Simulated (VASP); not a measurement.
## CoSi2: single point with PBEsol

CoSi2:

```
CELL_PARAMETERS angstrom
0.00000 2.62045 2.62045
2.62045 0.00000 2.62045
2.62045 2.62045 0.00000
ATOMIC_POSITIONS crystal
Co 0.00000 0.00000 0.00000
Si 0.25000 0.25000 0.25000
Si 0.75000 0.75000 0.75000
```

```
Program             : VASP 6.6.1
Task                : single point
Functional          : PBEsol
Potentials or basis : VASP PAW PBE potentials, release 64 (Co, Si)
Cutoff              : 520 eV
k mesh              : 14 × 14 × 14
Occupations         : gaussian, width 0.15 eV
Spin                : collinear spin, ferromagnetic start
Starting moments    : [2.2, 0.0, 0.0] μB
Fixed moment        : 2.2 μB
```

```
Pressure                                              : 26.4 GPa
Net moment                                            : 2.20 μB per cell
Site moments                                          : Co +1.33; Si +0.18 μB
Valence electrons inside the program's atomic spheres : Co 8.97; Si 1.67
```

Wall time 82 s on 1 thread of Intel(R) Xeon(R) 6975P-C (Granite Rapids) (shared host), peak memory 0.24 GiB.

Caveat: the cell stands under pressure; the PAW data sets were made with another functional, which shifts forces and pressure a little; the total moment is fixed, so each spin has its own Fermi level.
